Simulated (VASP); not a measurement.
NaHg3, 4 atoms in the cell. The structure is cubic, space group Pm-3m (No. 221). The conventional cell has a = 4.641 Å, b = 4.641 Å, c = 4.641 Å, α = 90.00°, β = 90.00°, γ = 90.00°. Within 4.3 Å of Na (site symmetry m-3m) lie 12 Hg at 3.28 Å. Hg (site symmetry 4/mmm) has 4 Na at 3.28 Å and 8 Hg at 3.28 Å within 4.3 Å. 

| Property | Result |
| --- | --- |
| Program | VASP 6.6.1 |
| Task | single point |
| Functional | PBEsol |
| Potentials or basis | VASP PAW PBE potentials, release 64 (Na_pv, Hg) |
| Cutoff | 520 eV |
| k mesh | 5 × 5 × 5 |
| Occupations | fermi-dirac, width 0.1 eV |
| Spin | no spin polarisation |
| Dipole correction | no |
| Further INCAR settings | ALGO = Normal; EDIFF = 1e-06; NBANDS = 30 |

Potentials or basis: VASP PAW PBE potentials, release 64 (Na_pv, Hg).

Command:

```sh
$ cat potpaw_PBE.64/Na_pv/POTCAR potpaw_PBE.64/Hg/POTCAR > POTCAR
$ mpirun -np 1 vasp_std > vasp.out
```

Hardware: 1 thread of AMD EPYC 7R13 Processor (Zen 3), on a shared host.

**Question.** How long does it take, and how much memory?

**Answer.** It took 31 s on 1 thread of AMD EPYC 7R13 Processor (Zen 3) (shared host), peak memory 0.18 GiB. Counts: scf iterations 11, k points 10.
